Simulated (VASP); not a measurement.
Input of a VASP 6.6.1 run:

Contents of INCAR:

```
PREC = Accurate
ENCUT = 500
EDIFF = 1E-7
ISMEAR = 0
SIGMA = 0.1
LREAL = False
LASPH = True
NELM = 200
ALGO = Normal
ISIF = 3
LWAVE = False
LCHARG = False
GGA = PE
IBRION = 2
NSW = 90
EDIFFG = -0.04
GGA_COMPAT = False
NELMIN = 4
LMAXMIX = 6
```

KPOINTS

```
regular mesh
0
Gamma
  3 3 4
```

File POSCAR:

```
HoSbTe3
1.0
    6.4699267028      0.0000000000      0.0000000000
   -3.2349633514      5.6031208852      0.0000000000
    0.0000000000      0.0000000000      5.8066573508
Ho Sb Te
1 1 3
Direct
    0.0000000000      0.0000000000      0.5000000000
    0.0000000000      0.0000000000      0.0000000000
    0.5000000000      0.0000000000      0.0000000000
    0.0000000000      0.5000000000      0.0000000000
    0.5000000000      0.5000000000      0.0000000000
```

Potentials or basis: VASP PAW PBE potentials, release 64 (Ho_3, Sb, Te), 4f in core.

Launch:

```console
$ cat potpaw_PBE.64/Ho_3/POTCAR potpaw_PBE.64/Sb/POTCAR potpaw_PBE.64/Te/POTCAR > POTCAR
$ mpirun -np 1 vasp_std > vasp.out
```

Problem. What does it give for the band gap on the k mesh?

Solution. Zero (bands 16 and 17 overlap by 0.85 eV).

Problem. Estimate the space group after relaxing (to 0.1 Å).

Solution. P6/mmm (No. 191).

Problem. Estimate the relaxed cell.

Solution. a = 6.454 Å, b = 6.454 Å, c = 5.765 Å, α = 90.00°, β = 90.00°, γ = 120.00°.

Problem. Estimate the relaxed volume.

Solution. 41.59 Å³/atom.

The path:
| step | energy change (eV) | largest force (eV/Å) | pressure (GPa) | volume (Å³) |
| --- | --- | --- | --- | --- |
| 1 | 0.0000 | 0.0000 | -0.40 | 210.50 |
| 2 | -0.0039 | 0.0000 | 0.13 | 207.32 |
| 3 | -0.0042 | 0.0000 | 0.02 | 207.96 |

Caveat: the k points lie up to 0.37 Å⁻¹ apart in the final cell, too coarse for converged energies and pressures of a metal; spin-orbit coupling is left out, which moves the levels of the heavy elements; the 4f electrons are frozen in the core, so they carry no moment and show no levels. Spin polarisation is off, so any magnetic state and its effect on volume and gap are missing.
